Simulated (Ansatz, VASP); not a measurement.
# Two plane-wave programs on H2Rh

```
CELL_PARAMETERS angstrom
-1.34894 1.34894 3.30913
1.34894 -1.34894 3.30913
1.34894 1.34894 -3.30913
ATOMIC_POSITIONS crystal
H 0.66500 0.66500 0.00000
H 0.33500 0.33500 0.00000
Rh 0.00000 0.00000 0.00000
```

Alike in both runs: task single point; functional PBE; k mesh 10 × 10 × 10; occupations gaussian, width 0.1 eV; no spin polarisation.

|  | VASP | Ansatz |
| --- | --- | --- |
| version | VASP 6.6.1 | Ansatz 0.2.0 |
| potentials or method | VASP PAW PBE potentials, release 64 (H, Rh_pv), cutoff 520 eV | scalar-relativistic, plane waves, PAW |
| valence electrons in the cell | 17 | 19 |

Ansatz gave:

* gap on the k mesh at the Fermi level (eV): none
* pressure (GPa): -17.4
* traceless stress, the component that is largest in VASP (GPa): -11.29
* rms of the force components (eV/Å): 0.259

Q: Which values does VASP return?

A: gap on the k mesh at the Fermi level (eV): none; pressure (GPa): -17.5; traceless stress, the component that is largest in VASP (GPa): -11.28; rms of the force components (eV/Å): 0.258.

Atom by atom the forces differ by 0.000 eV/Å (rms over components). A gap of «none» marks a metal or a gap that the smearing closes. VASP's potentials hold 17 valence electrons a cell and Ansatz's 19, so a difference there can come from the potentials and not from the codes.
